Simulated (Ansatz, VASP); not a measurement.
**One calculation of La5N, two programs**

```
CELL_PARAMETERS angstrom
5.21303 0.00000 0.00000
-2.60651 4.51462 0.00000
0.00000 0.00000 8.17398
ATOMIC_POSITIONS crystal
La 0.33333 0.66667 0.80414
La 0.33333 0.66667 0.19586
La 0.66667 0.33333 0.19586
La 0.66667 0.33333 0.80414
La 0.00000 0.00000 0.50000
N 0.00000 0.00000 0.00000
```

Alike in both runs: task relaxation of cell and atoms; functional PBE; k mesh 6 × 6 × 2; occupations gaussian, width 0.1 eV; no spin polarisation.

|  | VASP | Ansatz |
| --- | --- | --- |
| version | VASP 6.6.1 | Ansatz 0.2.0 |
| potentials or method | VASP PAW PBE potentials, release 64 (La, N), cutoff 600 eV | scalar-relativistic, plane waves, PAW |
| valence electrons in the cell | 60 | 60 |

```csv
,VASP,Ansatz,Ansatz less VASP
"gap on the k mesh at the Fermi level, each at its own relaxed structure (eV)",none,none,-
relaxed volume (Å³/atom),26.75,26.81,+0.055
relaxed length of the cell vector where the two differ most in proportion (Å),6.649,6.630,-0.0189
```

A gap of «none» marks a metal or a gap that the smearing closes.

The k mesh is coarse, so the values compare programs but aren't converged. Spin-orbit coupling is off throughout. Noted on VASP's run: the volume moved by over 15 % at a fixed basis, so the end points are rough.
